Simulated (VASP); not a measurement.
# Sc (Fd-3m) in VASP: notebook, part 2 of 2

VASP 6.6.1. The steps go on from the part before.

## (5) Relaxation of cell and atoms, PBE, target pressure 32 GPa, at which the enthalpy is minimised

This run uses another cell than the first one, of 19.24 Å³/atom, 1.254 times its volume.

The input, INCAR:

```
PREC = Accurate
ENCUT = 600
EDIFF = 1E-7
ISMEAR = -1
SIGMA = 0.1
LREAL = False
LASPH = True
NELM = 100
ALGO = Normal
ISIF = 3
LWAVE = False
LCHARG = False
GGA = PE
IBRION = 2
NSW = 60
EDIFFG = -0.005
PSTRESS = 320.0
```

The input, KPOINTS:

```
regular mesh
0
Gamma
  12 12 12
```

The input, POSCAR:

```
Sc
1.0
    0.0000000000      2.6797236490      2.6797236490
    2.6797236490      0.0000000000      2.6797236490
    2.6797236490      2.6797236490      0.0000000000
Sc
2
Direct
   -0.1250000000     -0.1250000000     -0.1250000000
    0.1250000000      0.1250000000      0.1250000000
```

Potentials or basis: VASP PAW PBE potentials, release 64 (Sc_sv).

The run is started by

```bash
> cat potpaw_PBE.64/Sc_sv/POTCAR > POTCAR
> mpirun -np 1 vasp_std > vasp.out
```

OUTCAR:

```text
PREC = Accurate
   ENCUT = 600
   EDIFF = 1E-7
   ISMEAR = -1
   LREAL = False
   LASPH = True
   NELM = 100
   ISIF = 3
   GGA = PE
   IBRION = 2
   NSW = 60
   EDIFFG = -0.005
   PSTRESS = 320.0

 ion  position               nearest neighbor table
   1  0.875  0.875  0.875-   2 2.32   2 2.32   2 2.32   2 2.32
   2  0.125  0.125  0.125-   1 2.32   1 2.32   1 2.32   1 2.32

  LATTYP: Found a face centered cubic cell.
 ALAT       =     5.3594472980

  Lattice vectors:

 A1 = (   0.0000000000,   2.6797236490,   2.6797236490)
 A2 = (   2.6797236490,   0.0000000000,   2.6797236490)
 A3 = (   2.6797236490,   2.6797236490,   0.0000000000)

Analysis of symmetry for initial positions (statically):
=====================================================================
 Subroutine PRICEL returns:
 Original cell was already a primitive cell.

 Routine SETGRP: Setting up the symmetry group for a
 face centered cubic supercell.

 Subroutine GETGRP returns: Found 48 space group operations
 (whereof 12 operations were pure point group operations)
 out of a pool of 48 trial point group operations.

The static configuration has the point symmetry D_3d.
 The point group associated with its full space group is O_h .

Analysis of symmetry for dynamics (positions and initial velocities):
=====================================================================
 Subroutine PRICEL returns:
 Original cell was already a primitive cell.

 Routine SETGRP: Setting up the symmetry group for a
 face centered cubic supercell.

 Subroutine GETGRP returns: Found 48 space group operations
 (whereof 12 operations were pure point group operations)
 out of a pool of 48 trial point group operations.

The dynamic configuration has the point symmetry D_3d.
 The point group associated with its full space group is O_h .

 Subroutine INISYM returns: Found 48 space group operations
 (whereof 12 operations are pure point group operations),
 and found     1 'primitive' translations

----------------------------------------------------------------------------------------

                                     Primitive cell

  volume of cell :      38.4858

  direct lattice vectors                    reciprocal lattice vectors
     0.000000000  2.679723649  2.679723649    -0.186586404  0.186586404  0.186586404
     2.679723649  0.000000000  2.679723649     0.186586404 -0.186586404  0.186586404
     2.679723649  2.679723649  0.000000000     0.186586404  0.186586404 -0.186586404

  length of vectors
     3.789701528  3.789701528  3.789701528     0.323177132  0.323177132  0.323177132

  position of ions in fractional coordinates (direct lattice)
     0.875000000  0.875000000  0.875000000
     0.125000000  0.125000000  0.125000000

  ion indices of the primitive-cell ions
   primitive index   ion index
                 1           1
                 2           2

----------------------------------------------------------------------------------------

 KPOINTS: regular mesh

[... 47 lines left out ...]
 -0.416667  0.166667  0.000000     24.000000
 [... further k-points ...]
   k-points           NKPTS =     72   k-points in BZ     NKDIM =     72   number of bands    NBANDS=     15
   number of dos      NEDOS =    301   number of ions     NIONS =      2
   total plane-waves  NPLWV =  27000
   dimension x,y,z NGX =    30 NGY =   30 NGZ =   30
   dimension x,y,z NGXF=    60 NGYF=   60 NGZF=   60
   ions per type =               2
   NGX,Y,Z   is equivalent  to a cutoff of  13.16, 13.16, 13.16 a.u.
   NGXF,Y,Z  is equivalent  to a cutoff of  26.32, 26.32, 26.32 a.u.
 SYSTEM =  unknown system
   PREC   = accura    normal or accurate (medium, high low for compatibility)
   ISTART =      0    job   : 0-new  1-cont  2-samecut
   ICHARG =      2    charge: 1-file 2-atom 10-const
   ISPIN  =      1    spin polarized calculation?
   LNONCOLLINEAR =      F non collinear calculations
   LSORBIT =      F    spin-orbit coupling
   LASPH  =      T    aspherical Exc in radial PAW
   ENCUT  =  600.0 eV  44.10 Ry    6.64 a.u.   7.57  7.57  7.57*2*pi/ulx,y,z
   NELM   =    100;   NELMIN=  2; NELMDL= -5     # of ELM steps
   EDIFF  = 0.1E-06   stopping-criterion for ELM
   LREAL  =      F    real-space projection
   EDIFFG = -.5E-02   stopping-criterion for IOM
   NSW    =     60    number of steps for IOM
   IBRION =      2    ionic relax: 0-MD 1-quasi-New 2-CG
   NFREE  =      1    steps in history (QN), initial steepest desc. (CG)
   ISIF   =      3    stress and relaxation
   ISYM   =      2    0-nonsym 1-usesym 2-fastsym
   POTIM  = 0.5000    time-step for ionic-motion
   TEBEG  =    0.0;   TEEND  =   0.0 temperature during run
   PSTRESS=  320.0 pullay stress
   NELECT =      22.0000    total number of electrons
   NUPDOWN=      -1.0000    fix difference up-down
   EMIN   =  10.00;   EMAX   =-10.00  energy-range for DOS
   EFERMI =   0.00;   METHOD = LEGACY
   ISMEAR =    -1;   SIGMA  =   0.10  broadening in eV -4-tet -1-fermi 0-gaus
   EFERMI_NEDOS =   21; number of points for ismear=-14 and -15
   IALGO  =     38    algorithm
   IMIX   =      4    mixing-type and parameters
     AMIX     =   0.40;   BMIX     =  1.00
     AMIX_MAG =   1.60;   BMIX_MAG =  1.00
  volume/ion in A,a.u.               =      19.24       129.86
  Fermi-wavevector in a.u.,A,eV,Ry     =   1.358675  2.567524 25.116340  1.845999
  Thomas-Fermi vector in A             =   2.485488
   LORBIT       =      0    0 simple, 1 ext, 2 COOP (PROOUT), +10 PAW based schemes
   GGA     = PE    functional components
   LHFCALC =     F    Hartree Fock is set to
   AEXX    =    0.0000 exact exchange contribution
   IVDW    =     0    specifies the selected vdW correction
   LEPSILON=     F    determine dielectric tensor
   LRPA    =     F    only Hartree local field effects (RPA)
 conjugate gradient relaxation of ions
 non-spin polarized calculation
  energy-cutoff  :      600.00
  volume of cell :       38.49
 maximum number of plane-waves:      1304
   NGX = 15   NGY = 15   NGZ = 15

--------------------------------------- Ionic step        1  -------------------------------------------

 number of electron      22.0000001 magnetization

 Free energy of the ion-electron system (eV)
  ---------------------------------------------------
  ext. energy  EPLUGINS =         0.00000000
  ---------------------------------------------------
  free energy    TOTEN  =        -7.74968783 eV

  energy without entropy =       -7.66460180  energy(sigma->0) =       -7.70714482

------------------------ aborting loop because EDIFF is reached ----------------------------------------

  FORCE on cell =-STRESS in cart. coord.  units (eV):
  Direction    XX          YY          ZZ          XY          YZ          ZX
  --------------------------------------------------------------------------------------
  -------------------------------------------------------------------------------------
  Total        3.0095053      3.0095053      3.0095053     -0.0000000      0.0000000      0.0000000
  in kB      125.2869009    125.2869009    125.2869009     -0.0000000      0.0000000      0.0000000
  external PRESSURE =    -194.7130991 kB  Pullay stress =     320.0000000 kB
[... 215 lines left out ...]
--------------------------------------- Ionic step        7  -------------------------------------------

 number of electron      22.0000002 magnetization

 Free energy of the ion-electron system (eV)
  ---------------------------------------------------
  ext. energy  EPLUGINS =         0.00000000
  ---------------------------------------------------
  free energy    TOTEN  =        -6.83033392 eV

  energy without entropy =       -6.77730855  energy(sigma->0) =       -6.80382124

 E-fermi :   6.9068     XC(G=0): -11.6286

 val. band max:        6.9058763404   @ k =   0.5000   0.1667   0.0833
 cond. band min:       6.9164568209   @ k =  -0.3333   0.0833   0.0000
 fundamental gap:      0.0105804804
 Fermi energy:         6.9067764409

 k-point     1 :       0.0000    0.0000    0.0000
  band No.  band energies     occupation
      1     -43.4744      2.00000
      2     -40.9842      2.00000
      3     -22.2882      2.00000
      4     -22.2882      2.00000
      5     -22.2882      2.00000
      6     -19.9810      2.00000
      7     -19.9810      2.00000
      8     -19.9810      2.00000
      9       1.6828      2.00000
     10       5.4892      2.00000
     11       5.4892      2.00000
     12       7.3435      0.02506
     13       7.3435      0.02506
     14       7.3435      0.02506
[... 401 lines left out ...]
      2     -41.7665      2.00000
      3     -22.9714      2.00000
      4     -22.7087      2.00000
      5     -21.9940      2.00000
      6     -20.1110      2.00000
      7     -19.4702      2.00000
      8     -19.2533      2.00000
      9       3.8313      2.00000
     10       4.8761      2.00000
     11       5.4342      2.00000
     12       7.1195      0.21287
     13       7.6854      0.00083
     14       8.0896      0.00001
     15       9.5708      0.00000

 [... further k-points ...]
[... 5 lines left out ...]
  --------------------------------------------------------------------------------------
  -------------------------------------------------------------------------------------
  Total        6.2381763      6.2381763      6.2381763      0.0000000      0.0000000      0.0000000
  in kB      320.0157795    320.0157795    320.0157795      0.0000000      0.0000000      0.0000000
  external PRESSURE =       0.0157795 kB  Pullay stress =     320.0000000 kB
[... 21 lines left out ...]
  energy  without entropy=       -6.7773085483  energy(sigma->0) =       -6.80382124

  enthalpy is  TOTEN    =        -0.5924652151 eV   P V=        6.2378687068

 reached required accuracy - stopping structural energy minimisation
```

It took 1.8 min on 1 thread of Intel Xeon 6975P-C (Granite Rapids), shared host; peak memory 0.2 GiB.

What came out:

```yaml
Free_energy: -6.8303 eV
Relaxed_volume: 15.62 Å³/atom
Relaxed_cell: a = 3.535 Å, b = 3.535 Å, c = 3.535 Å, α = 60.00°, β = 60.00°, γ = 60.00°
Space_group_after_relaxing_to_0.05_Å: Fd-3m (No. 227)
Energy_change_on_relaxing_the_enthalpy_is_what_falls: +459.7 meV/atom
Ionic_steps: 7
Pressure_after_relaxing: 32.0 GPa
Band_gap_on_the_k_mesh: zero (band 11 reaches 7.41 eV, above the bottom of band 12 at 5.99 eV)
```

The path:
```csv
step,energy change (eV),largest force (eV/Å),pressure (GPa),volume (Å³)
1,0.0000,0.0000,12.53,38.49
2,2.1653,0.0000,63.88,26.87
3,0.8869,0.0000,31.23,31.40
4,0.9130,0.0000,31.85,31.26
5,0.9399,0.0000,32.49,31.13
6,0.9003,0.0000,31.54,31.33
7,0.9194,0.0000,32.00,31.23
```

Final structure:
```yaml
crystal:
  lattice:
    - [0.00000, 2.49951, 2.49951]
    - [2.49951, 0.00000, 2.49951]
    - [2.49951, 2.49951, 0.00000]
  atoms:
    - { symbol: Sc, position: [0.87500, 0.87500, 0.87500] }
    - { symbol: Sc, position: [0.12500, 0.12500, 0.12500] }
```

Caveat: the cell is relaxed towards a set pressure, so the enthalpy falls and the energy may rise; the volume moved by over 15 % at a fixed basis, so the end points are rough.

## (6) Overview

| task | cell | cutoff (eV) | gap on the mesh (eV) | pressure (GPa) |
| --- | --- | --- | --- | --- |
| single point | a = 3.514 Å, angles 60.0°, 2 atoms | 520 | none | 34.6 |
| single point | a = 3.515 Å, angles 60.0°, 2 atoms | 520 | none | 34.5 |
| relaxation of cell and atoms | relaxed to 32 GPa from a = 3.514 Å, angles 60.0°, 2 atoms | 600 | none | 32.0 |
| relaxation of cell and atoms | relaxed to 32 GPa from a = 3.790 Å, angles 60.0°, 2 atoms | 600 | none | 32.0 |

Alike in all rows: level PBE; potentials or basis VASP PAW PBE potentials, release 64 (Sc_sv); no spin polarisation; k mesh 12 × 12 × 12; smearing fermi-dirac 0.1 eV.

Caveats: the cell is relaxed towards a set pressure, so the enthalpy falls and the energy may rise (some runs); the volume moved by over 15 % at a fixed basis, so the end points are rough (some runs).

Absolute energies hang on the potentials; compare differences alone.
